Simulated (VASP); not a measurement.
Set up this calculation in VASP 6.6.1, as the native input.

- Task: single point
- Functional: PBEsol
- Potentials or basis: VASP PAW PBE potentials, release 64 (W_sv, F)
- Cutoff: 520 eV
- k mesh: 14 × 14 × 14
- Occupations: gaussian, width 0.1 eV
- Spin: no spin polarisation
- Dipole correction: no
- Further INCAR settings: ALGO = Normal; EDIFF = 1e-06; NBANDS = 21

The structure of WF2 lies in POSCAR:

```
WF2
1.0
    0.0000000000      2.6748080166      2.6748080166
    2.6748080166      0.0000000000      2.6748080166
    2.6748080166      2.6748080166      0.0000000000
W F
1 2
Direct
    0.0000000000      0.0000000000      0.0000000000
    0.2500000000      0.2500000000      0.2500000000
    0.7500000000      0.7500000000      0.7500000000
```

These files were run (other wordings do the same):

INCAR

```
PREC = Accurate
ENCUT = 520
EDIFF = 1E-6
ISMEAR = 0
SIGMA = 0.1
LREAL = F
LASPH = T
NELM = 60
ALGO = Normal
ISIF = 2
LWAVE = F
LCHARG = T
GGA = PS
LELF = T
LVHAR = T
NBANDS = 21
```

KPOINTS

```
regular mesh
0
Gamma
  14 14 14
```

Potentials or basis: VASP PAW PBE potentials, release 64 (W_sv, F).

The run is started by

```sh
$ cat potpaw_PBE.64/W_sv/POTCAR potpaw_PBE.64/F/POTCAR > POTCAR
$ mpirun -np 1 vasp_std > vasp.out
```

Results of the run:

* Pressure: -13.3 GPa
* Band gap on the k mesh: zero (band 14 reaches 7.08 eV, above the bottom of band 15 at 6.28 eV)

Caveat: the PAW data sets were made with another functional, which shifts forces and pressure a little; spin-orbit coupling is left out, which moves the levels of the heavy elements.

Wall time 51 s on 1 thread of Intel Xeon 6975P-C, on a shared host, peak memory 0.21 GiB.
